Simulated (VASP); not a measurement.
# C (P4mm) in VASP: a series of runs

The runs below take C through single point, relaxation of cell and atoms, with PBE.

Program: VASP 6.6.1. These are calculated values, not measurements. Logs are shortened: lines on timing, memory, paths and dates and some standing lists are left out, and cuts for length are marked.

**1. The cell of the first run**

The structure is tetragonal, space group P4mm (No. 99). The conventional cell has a = 2.349 Å, b = 2.349 Å, c = 4.874 Å, α = 90.00°, β = 90.00°, γ = 90.00°. Within 2.0 Å of C (site symmetry 4mm) lie 5 C at 1.47 to 1.67 Å. C (site symmetry 4mm) has 1 C at 1.47 Å within 2.0 Å. Within 2.2 Å of C (site symmetry 4mm) lie 4 C at 1.67 Å.

**2. Single point, PBE**

Input file INCAR:

```
SYSTEM = C
  PREC = Accurate
  ENCUT = 520
  EDIFF = 1E-7
  ISMEAR = 0
  SIGMA = 0.1
  LREAL = .FALSE.
  LASPH = .TRUE.
  NELM = 100
  ALGO = Normal
  ISIF = 2
  LWAVE = .FALSE.
  LCHARG = .TRUE.
  GGA = PE
  LELF = .TRUE.
  LVHAR = .TRUE.
  NBANDS = 13
```

Input file KPOINTS:

```
regular mesh
0
G
  20 20 10
  0 0 0
```

Input file POSCAR:

```
C
1.0
    2.3485293200      0.0000000000      0.0000000000
    0.0000000000      2.3485293200      0.0000000000
    0.0000000000      0.0000000000      4.8735164610
C
3
Direct
    0.0000000000      0.0000000000      0.5094473802
    0.0000000000      0.0000000000      0.8109950782
    0.5000000000      0.5000000000      0.4735837016
```

Potentials or basis: VASP PAW PBE potentials, release 64 (C).

Started as:

```
> cat potpaw_PBE.64/C/POTCAR > POTCAR
> mpirun -np 1 vasp_std > vasp.out
```

OUTCAR:

```text
SYSTEM = C
   PREC = Accurate
   ENCUT = 520
   EDIFF = 1E-7
   ISMEAR = 0
   LREAL = .FALSE.
   LASPH = .TRUE.
   NELM = 100
   ISIF = 2
   GGA = PE

 ion  position               nearest neighbor table
   1  0.000  0.000  0.509-   2 1.47   3 1.67   3 1.67   3 1.67   3 1.67
   2  0.000  0.000  0.811-   1 1.47
   3  0.500  0.500  0.474-   1 1.67   1 1.67   1 1.67   1 1.67

  LATTYP: Found a simple tetragonal cell.
 ALAT       =     2.3485293200
 C/A-ratio  =     2.0751354558

  Lattice vectors:

 A1 = (   2.3485293200,   0.0000000000,   0.0000000000)
 A2 = (   0.0000000000,   2.3485293200,   0.0000000000)
 A3 = (   0.0000000000,   0.0000000000,   4.8735164610)

Analysis of symmetry for initial positions (statically):
=====================================================================
 Subroutine PRICEL returns:
 Original cell was already a primitive cell.

 Routine SETGRP: Setting up the symmetry group for a
 simple tetragonal supercell.

 Subroutine GETGRP returns: Found  8 space group operations
 (whereof  8 operations were pure point group operations)
 out of a pool of 16 trial point group operations.

The static configuration has the point symmetry C_4v.

Analysis of symmetry for dynamics (positions and initial velocities):
=====================================================================
 Subroutine PRICEL returns:
 Original cell was already a primitive cell.

 Routine SETGRP: Setting up the symmetry group for a
 simple tetragonal supercell.

 Subroutine GETGRP returns: Found  8 space group operations
 (whereof  8 operations were pure point group operations)
 out of a pool of 16 trial point group operations.

The dynamic configuration has the point symmetry C_4v.

 Subroutine INISYM returns: Found  8 space group operations
 (whereof  8 operations are pure point group operations),
 and found     1 'primitive' translations

----------------------------------------------------------------------------------------

                                     Primitive cell

  volume of cell :      26.8803

  direct lattice vectors                    reciprocal lattice vectors
     2.348529320  0.000000000  0.000000000     0.425798389  0.000000000  0.000000000
     0.000000000  2.348529320  0.000000000     0.000000000  0.425798389  0.000000000
     0.000000000  0.000000000  4.873516461     0.000000000  0.000000000  0.205190648

  length of vectors
     2.348529320  2.348529320  4.873516461     0.425798389  0.425798389  0.205190648

  position of ions in fractional coordinates (direct lattice)
     0.000000000  0.000000000  0.509447380
     0.000000000  0.000000000  0.810995078
     0.500000000  0.500000000  0.473583702

  ion indices of the primitive-cell ions
   primitive index   ion index
                 1           1
                 2           2
                 3           3

----------------------------------------------------------------------------------------

 KPOINTS: regular mesh

Automatic generation of k-mesh.
 Grid dimensions read from file:
 generate k-points for:   20   20   10

 Generating k-lattice:

  Cartesian coordinates                     Fractional coordinates (reciprocal lattice)
     0.021289919  0.000000000  0.000000000     0.050000000  0.000000000  0.000000000
     0.000000000  0.021289919  0.000000000     0.000000000  0.050000000  0.000000000
     0.000000000  0.000000000  0.020519065     0.000000000  0.000000000  0.100000000

  Length of vectors
     0.021289919  0.021289919  0.020519065

  Shift w.r.t. Gamma in fractional coordinates (k-lattice)
     0.000000000  0.000000000  0.000000000

 Subroutine IBZKPT returns following result:
 ===========================================

 Found    396 irreducible k-points:

 Following reciprocal coordinates:
            Coordinates               Weight
  0.000000  0.000000  0.000000      1.000000
  0.050000  0.000000  0.000000      4.000000
  0.100000  0.000000  0.000000      4.000000
  0.150000  0.000000  0.000000      4.000000
  0.200000  0.000000  0.000000      4.000000
  0.250000  0.000000  0.000000      4.000000
[... 16 lines left out ...]
  0.150000  0.100000  0.000000      8.000000
  0.200000  0.100000  0.000000      8.000000
 [... further k-points ...]
   k-points           NKPTS =    396   k-points in BZ     NKDIM =    396   number of bands    NBANDS=     13
   number of dos      NEDOS =    301   number of ions     NIONS =      3
   total plane-waves  NPLWV =  11664
   dimension x,y,z NGX =    18 NGY =   18 NGZ =   36
   dimension x,y,z NGXF=    36 NGYF=   36 NGZF=   72
   ions per type =               3
   NGX,Y,Z   is equivalent  to a cutoff of  12.74, 12.74, 12.28 a.u.
   NGXF,Y,Z  is equivalent  to a cutoff of  25.48, 25.48, 24.56 a.u.
 SYSTEM =  C
   PREC   = accura    normal or accurate (medium, high low for compatibility)
   ISTART =      0    job   : 0-new  1-cont  2-samecut
   ICHARG =      2    charge: 1-file 2-atom 10-const
   ISPIN  =      1    spin polarized calculation?
   LNONCOLLINEAR =      F non collinear calculations
   LSORBIT =      F    spin-orbit coupling
   LASPH  =      T    aspherical Exc in radial PAW
   ENCUT  =  520.0 eV  38.22 Ry    6.18 a.u.   4.37  4.37  9.06*2*pi/ulx,y,z
   NELM   =    100;   NELMIN=  2; NELMDL= -5     # of ELM steps
   EDIFF  = 0.1E-06   stopping-criterion for ELM
   LREAL  =      F    real-space projection
   EDIFFG = 0.1E-05   stopping-criterion for IOM
   NSW    =      0    number of steps for IOM
   IBRION =     -1    ionic relax: 0-MD 1-quasi-New 2-CG
   NFREE  =      0    steps in history (QN), initial steepest desc. (CG)
   ISIF   =      2    stress and relaxation
   ISYM   =      2    0-nonsym 1-usesym 2-fastsym
   POTIM  = 0.5000    time-step for ionic-motion
   TEBEG  =    0.0;   TEEND  =   0.0 temperature during run
   PSTRESS=    0.0 pullay stress
   NELECT =      12.0000    total number of electrons
   NUPDOWN=      -1.0000    fix difference up-down
   EMIN   =  10.00;   EMAX   =-10.00  energy-range for DOS
[... 5 lines left out ...]
     AMIX     =   0.40;   BMIX     =  1.00
     AMIX_MAG =   1.60;   BMIX_MAG =  1.00
  volume/ion in A,a.u.               =       8.96        60.47
  Fermi-wavevector in a.u.,A,eV,Ry     =   1.251191  2.364409 21.299650  1.565480
  Thomas-Fermi vector in A             =   2.385150
   LORBIT       =      0    0 simple, 1 ext, 2 COOP (PROOUT), +10 PAW based schemes
   GGA     = PE    functional components
   LHFCALC =     F    Hartree Fock is set to
   AEXX    =    0.0000 exact exchange contribution
   IVDW    =     0    specifies the selected vdW correction
   LEPSILON=     F    determine dielectric tensor
   LRPA    =     F    only Hartree local field effects (RPA)
 non-spin polarized calculation
 Gauss-broadening in eV      SIGMA  =   0.10
  energy-cutoff  :      520.00
  volume of cell :       26.88
 maximum number of plane-waves:       740
 NGX is ok and might be reduce to    18
   NGX =  9   NGY =  9   NGZ = 19

 number of electron      11.9999998 magnetization

 Free energy of the ion-electron system (eV)
  ---------------------------------------------------
  ext. energy  EPLUGINS =         0.00000000
  ---------------------------------------------------
  free energy    TOTEN  =       -18.61751220 eV

  energy without entropy =      -18.61382086  energy(sigma->0) =      -18.61566653

 E-fermi :   4.1187     XC(G=0): -10.6611

 val. band max:        4.1124391343   @ k =   0.4500   0.1000   0.4000
 cond. band min:       4.1253963960   @ k =   0.4500   0.4500   0.1000
 fundamental gap:      0.0129572617
 Fermi energy:         4.1186606114

 k-point     1 :       0.0000    0.0000    0.0000
  band No.  band energies     occupation
      1     -16.2823      2.00000
      2      -8.0263      2.00000
      3      -1.9781      2.00000
      4       0.6455      2.00000
      5       0.6455      2.00000
      6       5.6067      0.00000
      7       9.0079      0.00000
      8       9.0079      0.00000
      9      10.7668      0.00000
     10      13.7615      0.00000
     11      15.6985      0.00000
     12      16.6047      0.00000
     13      18.0981      0.00000

 k-point     2 :       0.0500    0.0000    0.0000
  band No.  band energies     occupation
      1     -16.2295      2.00000
      2      -7.9808      2.00000
      3      -1.9299      2.00000
      4       0.3153      2.00000
      5       0.7048      2.00000
      6       5.6549      0.00000
      7       8.7953      0.00000
      8       9.0272      0.00000
      9      10.8434      0.00000
     10      13.8179      0.00000
     11      15.7190      0.00000
     12      16.8810      0.00000
     13      17.8633      0.00000

 k-point     3 :       0.1000    0.0000    0.0000
  band No.  band energies     occupation
      1     -16.0713      2.00000
      2      -7.8465      2.00000
      3      -1.7952      2.00000
      4      -0.5288      2.00000
      5       0.8823      2.00000
      6       5.6699      0.00000
      7       8.2780      0.00000
      8       9.0820      0.00000
      9      11.0147      0.00000
     10      13.9794      0.00000
     11      15.7485      0.00000
     12      17.2019      0.00000
     13      17.6557      0.00000

 k-point     4 :       0.1500    0.0000    0.0000
  band No.  band energies     occupation
      1     -15.8084      2.00000
      2      -7.6315      2.00000
      3      -1.8679      2.00000
      4      -1.3538      2.00000
      5       1.1772      2.00000
      6       5.4074      0.00000
      7       7.7118      0.00000
      8       9.1625      0.00000
      9      11.1976      0.00000
     10      14.2339      0.00000
     11      15.7303      0.00000
     12      16.2266      0.00000
     13      17.8364      0.00000

 k-point     5 :       0.2000    0.0000    0.0000
  band No.  band energies     occupation
      1     -15.4418      2.00000
      2      -7.3577      2.00000
      3      -3.0067      2.00000
      4      -1.1195      2.00000
      5       1.5879      2.00000
      6       4.7352      0.00000
      7       7.2806      0.00000
      8       9.2496      0.00000
      9      11.3592      0.00000
     10      14.5700      0.00000
     11      15.0679      0.00000
     12      15.6245      0.00000
     13      17.7467      0.00000
[... 257 lines left out ...]
 k-point    22 :       0.1000    0.1000    0.0000
  band No.  band energies     occupation
      1     -15.8608      2.00000
      2      -7.6684      2.00000
      3      -1.6121      2.00000
      4      -0.4498      2.00000
      5      -0.1605      2.00000
      6       5.7505      0.00000
      7       8.1475      0.00000
      8       8.5881      0.00000
      9      11.4102      0.00000
     10      14.1945      0.00000
     11      15.1890      0.00000
     12      16.6936      0.00000
     13      18.1999      0.00000

 k-point    23 :       0.1500    0.1000    0.0000
  band No.  band energies     occupation
      1     -15.5982      2.00000
      2      -7.4556      2.00000
      3      -1.6645      2.00000
      4      -1.1969      2.00000
      5       0.0140      2.00000
      6       5.5273      0.00000
      7       7.6472      0.00000
      8       8.5954      0.00000
      9      11.7464      0.00000
     10      14.2235      0.00000
     11      14.5350      0.00000
     12      16.6010      0.00000
     13      18.2196      0.00000

 k-point    24 :       0.2000    0.1000    0.0000
  band No.  band energies     occupation
      1     -15.2321      2.00000
      2      -7.1847      2.00000
      3      -2.8094      2.00000
      4      -0.9610      2.00000
      5       0.4016      2.00000
      6       4.9021      0.00000
      7       7.2167      0.00000
      8       8.6637      0.00000
      9      12.0705      0.00000
     10      13.1845      0.00000
     11      14.8229      0.00000
     12      16.5483      0.00000
     13      18.1313      0.00000

 [... further k-points ...]

------------------------ aborting loop because EDIFF is reached ----------------------------------------

  FORCE on cell =-STRESS in cart. coord.  units (eV):
  Direction    XX          YY          ZZ          XY          YZ          ZX
  --------------------------------------------------------------------------------------
  -------------------------------------------------------------------------------------
  Total        0.0241273      0.0241273      0.0930771      0.0000000      0.0000000      0.0000000
  in kB        1.4380835      1.4380835      5.5477744      0.0000000      0.0000000      0.0000000
  external PRESSURE =       2.8079805 kB  Pullay stress =       0.0000000 kB

 VOLUME and BASIS-vectors are now :
 -----------------------------------------------------------------------------
  energy-cutoff  :      520.00
  volume of cell :       26.88
      direct lattice vectors                 reciprocal lattice vectors
     2.348529320  0.000000000  0.000000000     0.425798389  0.000000000  0.000000000
     0.000000000  2.348529320  0.000000000     0.000000000  0.425798389  0.000000000
     0.000000000  0.000000000  4.873516461     0.000000000  0.000000000  0.205190648

 POSITION                                       TOTAL-FORCE (eV/Angst)
 -----------------------------------------------------------------------------------
      0.00000      0.00000      2.48280        -0.000000      0.000000     -0.056085
      0.00000      0.00000      3.95240        -0.000000     -0.000000      0.067260
      1.17426      1.17426      2.30802         0.000000      0.000000     -0.011174
 -----------------------------------------------------------------------------------
    total drift:                                0.000000      0.000000     -0.000072

  FREE ENERGIE OF THE ION-ELECTRON SYSTEM (eV)
  ---------------------------------------------------
  free  energy   TOTEN  =       -18.6175121988 eV

  energy  without entropy=      -18.6138208645  energy(sigma->0) =      -18.61566653
```

Run time: 68 s. Hardware: 1 thread of Intel Xeon Platinum 8375C at 2.90GHz (Ice Lake), shared host; peak memory 0.2 GiB.

Results:

```
Free energy            : -18.6175 eV
Pressure               : 0.3 GPa
Largest force          : 0.067 eV/Å
Band gap on the k mesh : zero (band 6 reaches 5.75 eV, above the bottom of band 7 at 2.91 eV)
```

Forces on the atoms (eV/Å):
```
C    0.000  0.000 -0.056
C    0.000  0.000  0.067
C    0.000  0.000 -0.011
```

Caveat: this functional lacks dispersion, which binds the layers, so the pressure and a relaxed spacing across them are unreliable.

[end of part 1 of 2]
